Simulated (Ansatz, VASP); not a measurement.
Two plane-wave programs on Os

Contents of INCAR:

```
SYSTEM = Os
PREC = Accurate
ENCUT = 520
EDIFF = 1E-8
ISMEAR = -1
SIGMA = 0.15
LREAL = .FALSE.
LASPH = .TRUE.
NELM = 80
ALGO = Normal
ISIF = 2
LWAVE = .FALSE.
LCHARG = .FALSE.
GGA = PS
LEFG = .TRUE.
NBANDS = 15
```

Contents of KPOINTS:

```
Automatic mesh
0
G
  18 18 10
  0 0 0
```

POSCAR

```
Os
1.0
    2.7289174778      0.0000000000      0.0000000000
   -1.3644587389      2.3633118607      0.0000000000
    0.0000000000      0.0000000000      4.3114564544
Os
2
Direct
    0.3333333333      0.6666666667      0.2500000000
    0.6666666667      0.3333333333      0.7500000000
```

Input for Ansatz:

```yaml
crystal:
  lattice:
    - [2.7289174778, 0.0, 0.0]
    - [-1.3644587389, 2.3633118607, 0.0]
    - [0.0, 0.0, 4.3114564544]
  atoms:
    - { symbol: Os, position: [0.3333333333, 0.6666666667, 0.25] }
    - { symbol: Os, position: [0.6666666667, 0.3333333333, 0.75] }
basis:
  ecutwfc: 420
kpoints:
  mp_grid: { grid: [18, 18, 10] }
hamiltonian:
  xc: pbesol
scf:
  occupations: { method: fermi_dirac, width: 0.15 }
output:
  forces: true
  stress: true
  eigenvalues: true
  efg: {}
checkpoint:
  read: start.run
  write: ck
  compress: false
  write_wavefunctions: false
  write_every: 100000
```

Alike in both runs: task electric field gradients; functional PBEsol; k mesh 18 × 18 × 10; occupations fermi-dirac, width 0.15 eV; no spin polarisation.

|  | VASP | Ansatz |
| --- | --- | --- |
| version | VASP 6.6.1 | Ansatz 0.2.0 |
| potentials or method | VASP PAW PBE potentials, release 64 (Os), cutoff 520 eV | scalar-relativistic, plane waves, PAW |
| valence electrons in the cell | 16 | 32 |

VASP gave:

| Item | Value |
| --- | --- |
| gap on the k mesh at the Fermi level (eV) | none |
| pressure (GPa) | 0.5 |
| traceless stress, the component that is largest in VASP (GPa) | -0.05 |
| size of Vzz on the site where it differs most (V/Å²) | 80.1 |

**Question.** What did Ansatz give for the same quantities?

**Answer.** gap on the k mesh at the Fermi level (eV): none; pressure (GPa): 0.0; traceless stress, the component that is largest in VASP (GPa): 0.00; size of Vzz on the site where it differs most (V/Å²): 59.6.

VASP's potentials were made for PBE, not for PBEsol. A gap of «none» marks a metal or a gap that the smearing closes. The functional is the same, so the differences come from potentials, cutoffs and numerics. VASP's potentials hold 16 valence electrons a cell and Ansatz's 32, so a difference there can come from the potentials and not from the codes.

Neither program's run includes spin-orbit coupling.
